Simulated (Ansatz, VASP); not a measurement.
## Two plane-wave programs on Al

File INCAR:

```
SYSTEM = Al
PREC = Accurate ; ENCUT = 500
EDIFF = 1E-6 ; ISMEAR = 0
SIGMA = 0.1 ; LREAL = .False.
LASPH = .True. ; NELM = 120
ALGO = Normal ; ISIF = 2
LWAVE = .False. ; LCHARG = .False.
GGA = PE ; IVDW = 12
NBANDS = 8 ; GGA_COMPAT = .False.
```

Contents of KPOINTS:

```
regular mesh
0
Gamma
  18 18 18
  0 0 0
```

The input POSCAR:

```
Al
1.0
    0.0000000000      1.9294932210      1.9294932210
    1.9294932210      0.0000000000      1.9294932210
    1.9294932210      1.9294932210      0.0000000000
Al
1
Direct
    0.0000000000      0.0000000000      0.0000000000
```

Input for Ansatz:

```yaml
crystal:
  lattice:
    - [0.0, 1.929493221, 1.929493221]
    - [1.929493221, 0.0, 1.929493221]
    - [1.929493221, 1.929493221, 0.0]
  atoms:
    - { symbol: Al, position: [0.0, 0.0, 0.0] }
basis:
  ecutwfc: 420
kpoints:
  mp_grid: { grid: [18, 18, 18] }
hamiltonian:
  xc: pbe
  dispersion: d3bj
  pseudopotentials: { kind: paw }
scf:
  occupations: { method: gaussian, width: 0.1 }
output:
  forces: true
  stress: true
  eigenvalues: true
```

Alike in both runs: task single point; functional PBE; dispersion D3(BJ); k mesh 18 × 18 × 18; occupations gaussian, width 0.1 eV; no spin polarisation.

|  | VASP | Ansatz |
| --- | --- | --- |
| version | VASP 6.6.1 | Ansatz 0.2.0 |
| potentials or method | VASP PAW PBE potentials, release 64 (Al), cutoff 500 eV | scalar-relativistic, plane waves, PAW |
| valence electrons in the cell | 3 | 3 |

```csv
,VASP,Ansatz,Ansatz less VASP
gap on the k mesh at the Fermi level (eV),none,none,-
pressure (GPa),10.0,10.0,+0.03
```

A gap of «none» marks a metal or a gap that the smearing closes.
